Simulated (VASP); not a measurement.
Set up this calculation in VASP 6.6.1, as the native input.

* Task: single point
* Functional: PBE
* Potentials or basis: VASP PAW PBE potentials, release 64 (Zn)
* Cutoff: 520 eV
* k mesh: 16 × 16 × 8
* Occupations: fermi-dirac, width 0.03 eV
* Spin: no spin polarisation
* Dipole correction: no
* Further INCAR settings: ALGO = Normal; EDIFF = 1e-07; NBANDS = 19

The structure of Zn lies in POSCAR:

```
Zn
1.0
    2.6647980532      0.0532959611      0.0000000000
   -1.2862433704      2.2811348295      0.0000000000
    0.0000000000      0.0000000000      4.9467000000
Zn
2
Direct
    0.3333333333      0.6666666667      0.2500000000
    0.6666666667      0.3333333333      0.7500000000
```

This cell differs from its parent crystal: xy shear strain of +4 %.

These files were run (other wordings do the same):

INCAR

```
ALGO = Normal
EDIFF = 1E-7
ENCUT = 520
GGA = PE
ISIF = 2
ISMEAR = -1
LASPH = T
LCHARG = T
LELF = T
LREAL = F
LVHAR = T
LWAVE = F
NBANDS = 19
NELM = 80
PREC = Accurate
SIGMA = 0.03
```

KPOINTS

```
k-points
0
Gamma
  16 16 8
```

Potentials or basis: VASP PAW PBE potentials, release 64 (Zn).

Run with:

```console
$ cat potpaw_PBE.64/Zn/POTCAR > POTCAR
$ mpirun -np 1 vasp_std > vasp.out
```

Results of the run:

```json
{
  "Pressure": "0.2 GPa",
  "Largest force": "0.014 eV/Å",
  "Band gap on the k mesh": "zero (band 12 reaches 4.48 eV, above the bottom of band 13 at 0.07 eV)"
}
```

Caveat: the cell differs from its parent crystal (xy shear strain of +4 %).

Wall time 3.7 min on 1 thread of Intel(R) Xeon(R) Platinum 8259CL CPU @ 2.50GHz (Skylake/Cascade Lake), on a shared host, peak memory 0.39 GiB.
